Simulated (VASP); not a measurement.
Be4Ga2C:

```
Be Ga C
1.0
     4.51655    0.00000    0.00000
     0.00000    4.51655    0.00000
     0.00000    0.00000    3.69256
Be Ga C
4 2 1
Direct
  0.24689 0.50000 0.21129
  0.75311 0.50000 0.21129
  0.50000 0.24689 0.21129
  0.50000 0.75311 0.21129
  0.50000 0.00000 0.55192
  0.00000 0.50000 0.55192
  0.00000 0.00000 0.66678
```

The cell was generated, and may not be a known phase.

| Item | Value |
| --- | --- |
| Program | VASP 6.6.1 |
| Task | relaxation of cell and atoms |
| Functional | PBE |
| Potentials or basis | VASP PAW PBE potentials, release 64 (Be, Ga_d, C) |
| Cutoff | 600 eV |
| k mesh | 4 × 4 × 6 |
| Occupations | gaussian, width 0.1 eV |
| Spin | no spin polarisation |

At the start: pressure 61.7 GPa; volume 10.76 Å³/atom.

Q: How do energy, volume and symmetry change on relaxing?

A: Over 13 steps the energy falls by 1698.8 meV/atom and the volume is 14.07 Å³/atom (+30.7 %); space group P4mm (No. 99, to 0.1 Å) before and after.

Step by step:
```
step  energy change (eV)  largest force (eV/Å)  pressure (GPa)  volume (Å³)
   1              0.0000               14.7582           61.67        75.33
   2             -8.3081                3.3938           -2.84       130.02
   3            -10.5046                3.5013            0.28       102.21
   4            -10.5120                3.5508            0.56       101.62
   5            -10.5176                3.6438            1.12       100.50
   6            -11.6775                0.9704           -3.01       104.74
   7            -11.6783                0.9863           -3.03       104.86
   8            -11.8596                0.1922           -1.47       101.21
   9            -11.8758                0.2365           -0.63        99.86
  10            -11.8903                0.0467           -0.26        98.89
  11            -11.8908                0.0561           -0.12        98.67
  12            -11.8908                0.0506           -0.16        98.70
  13            -11.8913                0.0068            0.05        98.46
```

Final structure:
```xyz
7
Lattice="4.8615 0.0000 0.0000 0.0000 4.8615 0.0000 0.0000 0.0000 4.1662" Properties=species:S:1:pos:R:3 pbc="T T T"
Be    0.9823    2.4307    0.6548
Be    3.8791    2.4307    0.6548
Be    2.4307    0.9823    0.6548
Be    2.4307    3.8791    0.6548
Ga    2.4307    0.0000    2.7380
Ga    0.0000    2.4307    2.7380
C     0.0000    0.0000    2.8026
```

Caveat: the volume moved by over 15 % at a fixed basis, so the end points are rough.
